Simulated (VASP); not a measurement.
# Co (Fm-3m) in VASP: further runs

Co is run at these levels: PBE; tasks: single point.

All numbers are computed with VASP 6.6.1; they aren't measurements. Logs are shortened: lines on timing, memory, paths and dates and some standing lists are left out, and cuts for length are marked.

### 1 The cell of the first run

The structure is cubic, space group Fm-3m (No. 225). The conventional cell has a = 3.522 Å, b = 3.522 Å, c = 3.522 Å, α = 90.00°, β = 90.00°, γ = 90.00°. Within 3.3 Å of Co (site symmetry m-3m) lie 12 Co at 2.49 Å.

This isn't the form of Co at room conditions, which is hcp.

### 2 Single point, PBE, collinear spin, ferromagnetic start

File INCAR:

```
SYSTEM = Co
PREC     = Accurate       ! precision mode
ENCUT    = 520            ! plane-wave cutoff, eV
EDIFF    = 1E-6           ! SCF threshold, eV
ISMEAR   = -1             ! smearing method
SIGMA    = 0.05           ! smearing width, eV
LREAL    = .FALSE.        ! projectors in reciprocal space
LASPH    = .TRUE.         ! aspherical terms in the spheres
NELM     = 150            ! most SCF steps
ALGO     = Normal         ! electronic algorithm
ISIF     = 2              ! what is computed and relaxed
LWAVE    = .FALSE.        ! write WAVECAR
LCHARG   = .FALSE.        ! write CHGCAR
ISPIN    = 2              ! spin polarisation
MAGMOM   = 1.7            ! initial moments
LORBIT   = 11             ! projections on sites
LMAXMIX  = 4              ! l up to which the mixer works
GGA      = PE             ! functional
NBANDS   = 14             ! bands
```

File KPOINTS:

```
Automatic mesh
0
G
  15 15 15
  0 0 0
```

File POSCAR:

```
Co
1.0
    0.0000000000      1.7610717777      1.7610717777
    1.7610717777      0.0000000000      1.7610717777
    1.7610717777      1.7610717777      0.0000000000
Co
1
Direct
    0.0000000000      0.0000000000      0.0000000000
```

Potentials or basis: VASP PAW PBE potentials, release 64 (Co).

The run is started by

```
$ cat potpaw_PBE.64/Co/POTCAR > POTCAR
$ mpirun -np 1 vasp_std > vasp.out
```

OUTCAR:

```text
SYSTEM = Co
   PREC = Accurate
   ENCUT = 520
   EDIFF = 1E-6
   ISMEAR = -1
   LREAL = .FALSE.
   LASPH = .TRUE.
   NELM = 150
   ISIF = 2
   ISPIN = 2
   LORBIT = 11
   GGA = PE

 ion  position               nearest neighbor table
   1  0.000  0.000  0.000-

  LATTYP: Found a face centered cubic cell.
 ALAT       =     3.5221435554

  Lattice vectors:

 A1 = (   0.0000000000,   1.7610717777,   1.7610717777)
 A2 = (   1.7610717777,   0.0000000000,   1.7610717777)
 A3 = (   1.7610717777,   1.7610717777,   0.0000000000)

Analysis of symmetry for initial positions (statically):
=====================================================================
 Subroutine PRICEL returns:
 Original cell was already a primitive cell.

 Routine SETGRP: Setting up the symmetry group for a
 face centered cubic supercell.

 Subroutine GETGRP returns: Found 48 space group operations
 (whereof 48 operations were pure point group operations)
 out of a pool of 48 trial point group operations.

The static configuration has the point symmetry O_h .

Analysis of symmetry for dynamics (positions and initial velocities):
=====================================================================
 Subroutine PRICEL returns:
 Original cell was already a primitive cell.

 Routine SETGRP: Setting up the symmetry group for a
 face centered cubic supercell.

 Subroutine GETGRP returns: Found 48 space group operations
 (whereof 48 operations were pure point group operations)
 out of a pool of 48 trial point group operations.

The dynamic configuration has the point symmetry O_h .

Analysis of structural, dynamic, and magnetic symmetry:
=====================================================================
 Subroutine PRICEL returns:
 Original cell was already a primitive cell.

 Routine SETGRP: Setting up the symmetry group for a
 face centered cubic supercell.

 Subroutine GETGRP returns: Found 48 space group operations
 (whereof 48 operations were pure point group operations)
 out of a pool of 48 trial point group operations.

The overall configuration has the point symmetry O_h .

 Subroutine INISYM returns: Found 48 space group operations
 (whereof 48 operations are pure point group operations),
 and found     1 'primitive' translations

----------------------------------------------------------------------------------------

                                     Primitive cell

  volume of cell :      10.9235

  direct lattice vectors                    reciprocal lattice vectors
     0.000000000  1.761071778  1.761071778    -0.283918013  0.283918013  0.283918013
     1.761071778  0.000000000  1.761071778     0.283918013 -0.283918013  0.283918013
     1.761071778  1.761071778  0.000000000     0.283918013  0.283918013 -0.283918013

  length of vectors
     2.490531592  2.490531592  2.490531592     0.491760424  0.491760424  0.491760424

  position of ions in fractional coordinates (direct lattice)
     0.000000000  0.000000000  0.000000000

  ion indices of the primitive-cell ions
   primitive index   ion index
                 1           1

----------------------------------------------------------------------------------------

 KPOINTS: Automatic mesh

Automatic generation of k-mesh.
 Grid dimensions read from file:
 generate k-points for:   15   15   15

 Generating k-lattice:

  Cartesian coordinates                     Fractional coordinates (reciprocal lattice)
    -0.018927868  0.018927868  0.018927868     0.066666667  0.000000000  0.000000000
     0.018927868 -0.018927868  0.018927868     0.000000000  0.066666667  0.000000000
     0.018927868  0.018927868 -0.018927868     0.000000000  0.000000000  0.066666667

  Length of vectors
     0.032784028  0.032784028  0.032784028

  Shift w.r.t. Gamma in fractional coordinates (k-lattice)
     0.000000000  0.000000000  0.000000000

 Subroutine IBZKPT returns following result:
 ===========================================

 Found    120 irreducible k-points:

 Following reciprocal coordinates:
            Coordinates               Weight
  0.000000  0.000000  0.000000      1.000000
  0.066667  0.000000  0.000000      8.000000
  0.133333  0.000000  0.000000      8.000000
  0.200000  0.000000  0.000000      8.000000
  0.266667  0.000000  0.000000      8.000000
  0.333333  0.000000  0.000000      8.000000
[... 16 lines left out ...]
  0.133333  0.133333  0.000000      6.000000
  0.200000  0.133333  0.000000     24.000000
 [... further k-points ...]
   k-points           NKPTS =    120   k-points in BZ     NKDIM =    120   number of bands    NBANDS=     14
   number of dos      NEDOS =    301   number of ions     NIONS =      1
   total plane-waves  NPLWV =   8000
   dimension x,y,z NGX =    20 NGY =   20 NGZ =   20
   dimension x,y,z NGXF=    40 NGYF=   40 NGZF=   40
   ions per type =               1
   NGX,Y,Z   is equivalent  to a cutoff of  13.35, 13.35, 13.35 a.u.
   NGXF,Y,Z  is equivalent  to a cutoff of  26.70, 26.70, 26.70 a.u.
 SYSTEM =  Co
   PREC   = accura    normal or accurate (medium, high low for compatibility)
   ISTART =      0    job   : 0-new  1-cont  2-samecut
   ICHARG =      2    charge: 1-file 2-atom 10-const
   ISPIN  =      2    spin polarized calculation?
   LNONCOLLINEAR =      F non collinear calculations
   LSORBIT =      F    spin-orbit coupling
   LASPH  =      T    aspherical Exc in radial PAW
   ENCUT  =  520.0 eV  38.22 Ry    6.18 a.u.   4.63  4.63  4.63*2*pi/ulx,y,z
   NELM   =    150;   NELMIN=  2; NELMDL= -5     # of ELM steps
   EDIFF  = 0.1E-05   stopping-criterion for ELM
   LREAL  =      F    real-space projection
   EDIFFG = 0.1E-04   stopping-criterion for IOM
   NSW    =      0    number of steps for IOM
   IBRION =     -1    ionic relax: 0-MD 1-quasi-New 2-CG
   NFREE  =      0    steps in history (QN), initial steepest desc. (CG)
   ISIF   =      2    stress and relaxation
   ISYM   =      2    0-nonsym 1-usesym 2-fastsym
   POTIM  = 0.5000    time-step for ionic-motion
   TEBEG  =    0.0;   TEEND  =   0.0 temperature during run
   PSTRESS=    0.0 pullay stress
   NELECT =       9.0000    total number of electrons
   NUPDOWN=      -1.0000    fix difference up-down
   EMIN   =  10.00;   EMAX   =-10.00  energy-range for DOS
   EFERMI =   0.00;   METHOD = LEGACY
   ISMEAR =    -1;   SIGMA  =   0.05  broadening in eV -4-tet -1-fermi 0-gaus
   EFERMI_NEDOS =   21; number of points for ismear=-14 and -15
   IALGO  =     38    algorithm
   IMIX   =      4    mixing-type and parameters
     AMIX     =   0.40;   BMIX     =  1.00
     AMIX_MAG =   1.60;   BMIX_MAG =  1.00
  volume/ion in A,a.u.               =      10.92        73.72
  Fermi-wavevector in a.u.,A,eV,Ry     =   1.534742  2.900241 32.047597  2.355432
  Thomas-Fermi vector in A             =   2.641627
   LORBIT       =     11    0 simple, 1 ext, 2 COOP (PROOUT), +10 PAW based schemes
   GGA     = PE    functional components
   LHFCALC =     F    Hartree Fock is set to
   AEXX    =    0.0000 exact exchange contribution
   IVDW    =     0    specifies the selected vdW correction
   LEPSILON=     F    determine dielectric tensor
   LRPA    =     F    only Hartree local field effects (RPA)
 spin polarized calculation
  energy-cutoff  :      520.00
  volume of cell :       10.92
 maximum number of plane-waves:       304
   NGX =  9   NGY =  9   NGZ =  9

 number of electron       8.9999997 magnetization       1.6526578

 Free energy of the ion-electron system (eV)
  ---------------------------------------------------
  ext. energy  EPLUGINS =         0.00000000
  ---------------------------------------------------
  free energy    TOTEN  =        -7.02452468 eV

  energy without entropy =       -7.01442750  energy(sigma->0) =       -7.01947609

 E-fermi :  10.2629     XC(G=0): -13.3653

 val. band max:       10.2569211372   @ k =  -0.3333   0.3333   0.1333
 cond. band min:      10.2753234391   @ k =   0.4000   0.2667   0.1333
 fundamental gap:      0.0184023019
 Fermi energy:        10.2629100216

 spin component 1

 k-point     1 :       0.0000    0.0000    0.0000
  band No.  band energies     occupation
      1       1.2812      1.00000
      2       7.5399      1.00000
      3       7.5399      1.00000
      4       7.5399      1.00000
      5       8.5609      1.00000
      6       8.5609      1.00000
      7      33.2428      0.00000
      8      37.5315      0.00000
      9      37.5315      0.00000
     10      37.5315      0.00000
     11      40.7056      0.00000
     12      40.7056      0.00000
     13      40.7056      0.00000
     14      43.2658      0.00000
[... 375 lines left out ...]
 k-point    24 :       0.2000    0.1333    0.0000
  band No.  band energies     occupation
      1       2.7829      1.00000
      2       7.0294      1.00000
      3       7.8851      1.00000
      4       7.9511      1.00000
      5       8.2416      1.00000
      6       8.7616      1.00000
      7      29.9245      0.00000
      8      32.5807      0.00000
      9      32.6217      0.00000
     10      34.9389      0.00000
     11      40.1983      0.00000
     12      43.6692      0.00000
     13      45.1684      0.00000
     14      45.9120      0.00000

 [... further k-points ...]

 spin component 2

 k-point     1 :       0.0000    0.0000    0.0000
  band No.  band energies     occupation
      1       1.2984      1.00000
      2       9.1257      1.00000
      3       9.1257      1.00000
      4       9.1257      1.00000
      5      10.5726      0.00204
      6      10.5726      0.00204
      7      32.9189      0.00000
      8      37.6926      0.00000
      9      37.6926      0.00000
     10      37.6926      0.00000
     11      41.0097      0.00000
     12      41.0097      0.00000
     13      41.0097      0.00000
     14      42.9154      0.00000
[... 375 lines left out ...]
 k-point    24 :       0.2000    0.1333    0.0000
  band No.  band energies     occupation
      1       2.8199      1.00000
      2       8.5125      1.00000
      3       9.5429      1.00000
      4       9.5785      1.00000
      5      10.1011      0.96216
      6      10.7825      0.00003
      7      30.1637      0.00000
      8      32.6143      0.00000
      9      32.9201      0.00000
     10      35.0216      0.00000
     11      40.8923      0.00000
     12      43.7463      0.00000
     13      45.1716      0.00000
     14      45.9085      0.00000

 [... further k-points ...]

------------------------ aborting loop because EDIFF is reached ----------------------------------------

  FORCE on cell =-STRESS in cart. coord.  units (eV):
  Direction    XX          YY          ZZ          XY          YZ          ZX
  --------------------------------------------------------------------------------------
  -------------------------------------------------------------------------------------
  Total       -0.0489429     -0.0489429     -0.0489429      0.0000000      0.0000000      0.0000000
  in kB       -7.1785914     -7.1785914     -7.1785914      0.0000000      0.0000000      0.0000000
  external PRESSURE =      -7.1785914 kB  Pullay stress =       0.0000000 kB

 VOLUME and BASIS-vectors are now :
 -----------------------------------------------------------------------------
  energy-cutoff  :      520.00
  volume of cell :       10.92
      direct lattice vectors                 reciprocal lattice vectors
     0.000000000  1.761071778  1.761071778    -0.283918013  0.283918013  0.283918013
     1.761071778  0.000000000  1.761071778     0.283918013 -0.283918013  0.283918013
     1.761071778  1.761071778  0.000000000     0.283918013  0.283918013 -0.283918013

 POSITION                                       TOTAL-FORCE (eV/Angst)
 -----------------------------------------------------------------------------------
      0.00000      0.00000      0.00000         0.000000      0.000000      0.000000
 -----------------------------------------------------------------------------------
    total drift:                                0.000000     -0.000000      0.000000

  FREE ENERGIE OF THE ION-ELECTRON SYSTEM (eV)
  ---------------------------------------------------
  free  energy   TOTEN  =        -7.0245246764 eV

  energy  without entropy=       -7.0144275009  energy(sigma->0) =       -7.01947609

 total charge

# of ion       s       p       d       tot
------------------------------------------
    1        0.488   0.519   7.251   8.258

 magnetization (x)

# of ion       s       p       d       tot
------------------------------------------
    1       -0.012  -0.049   1.732   1.671
```

Wall time 57 s (1 thread of Intel Xeon 8259CL, shared host); peak memory 0.15 GiB.

What came out:

```
Free energy                                           : -7.0245 eV
Pressure                                              : -0.7 GPa
Net moment                                            : 1.65 μB per cell
Site moments                                          : Co +1.67 μB
Valence electrons inside the program's atomic spheres : Co 8.26
```

[end of part 1 of 2]
